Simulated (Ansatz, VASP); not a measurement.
One calculation of Cd2S, two programs

```
CELL_PARAMETERS angstrom
3.93607 0.00000 0.00000
-1.96804 3.40874 0.00000
0.00000 0.00000 5.77020
ATOMIC_POSITIONS crystal
Cd 0.33333 0.66667 0.93272
Cd 0.66667 0.33333 0.57873
S 0.33333 0.66667 0.36571
```

Alike in both runs: task single point; functional PBEsol; k mesh 8 × 8 × 5; occupations fermi-dirac, width 0.05 eV; no spin polarisation.

|  | VASP | Ansatz |
| --- | --- | --- |
| version | VASP 6.6.1 | Ansatz 0.2.0 |
| potentials or method | VASP PAW PBE potentials, release 64 (Cd_sv_GW, S) | Ansatz PAW |
| plane-wave cutoff (eV) | 630 | 420 |
| valence electrons in the cell | 46 | 46 |

|  | VASP | Ansatz | Ansatz less VASP |
| --- | --- | --- | --- |
| gap on the k mesh at the Fermi level (eV) | 0.21 | 0.21 | 0.000 |
| least direct gap on the mesh (eV) | 0.57 | 0.57 | 0.000 |
| pressure (GPa) | -2.4 | -2.2 | +0.14 |
| traceless stress, the component that is largest in VASP (GPa) | -0.27 | -0.27 | -0.002 |
| rms of the force components (eV/Å) | 0.033 | 0.036 | +0.0031 |

VASP's potentials were made for PBE, not for PBEsol. Atom by atom the forces differ by 0.004 eV/Å (rms over components).

Noted on Ansatz's run: odd divisions of the mesh miss points on the zone boundary, where band edges often lie, so the gap on the mesh can be too wide.
